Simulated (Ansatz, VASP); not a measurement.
**One calculation of Ag, two programs**

```xyz
2
Lattice="-1.6343 1.6343 1.6343 1.6343 -1.6343 1.6343 3.2685 3.2685 0.0000" Properties=species:S:1:pos:R:3 pbc="T T T"
Ag    0.1414   -0.1414    0.0000
Ag    1.4928    1.7757    1.6343
```

Change from the starting cell: mode 1 (-25.1 1/cm) frozen in, largest displacement -0.200 Å.

Alike in both runs: task single point; functional r2SCAN; k mesh 22 × 22 × 14; occupations gaussian, width 0.15 eV; no spin polarisation.

|  | VASP | Ansatz |
| --- | --- | --- |
| version | VASP 6.6.1 | Ansatz 0.2.0 |
| potentials or method | VASP PAW PBE potentials, release 64 (Ag), cutoff 520 eV | scalar-relativistic, plane waves, PAW |
| valence electrons in the cell | 22 | 38 |

```csv
,VASP,Ansatz,Ansatz less VASP
gap on the k mesh at the Fermi level (eV),none,none,-
pressure (GPa),0.1,-0.1,-0.14
"traceless stress, the component that is largest in VASP (GPa)",-0.88,-0.87,+0.015
rms of the force components (eV/Å),0.007,0.007,-0.0003
```

VASP's potentials were made for PBE, not for r2SCAN. Atom by atom the forces differ by 0.000 eV/Å (rms over components). A gap of «none» marks a metal or a gap that the smearing closes. The functional is the same, so the differences come from potentials, cutoffs and numerics. VASP's potentials hold 22 valence electrons a cell and Ansatz's 38, so a difference there can come from the potentials and not from the codes.
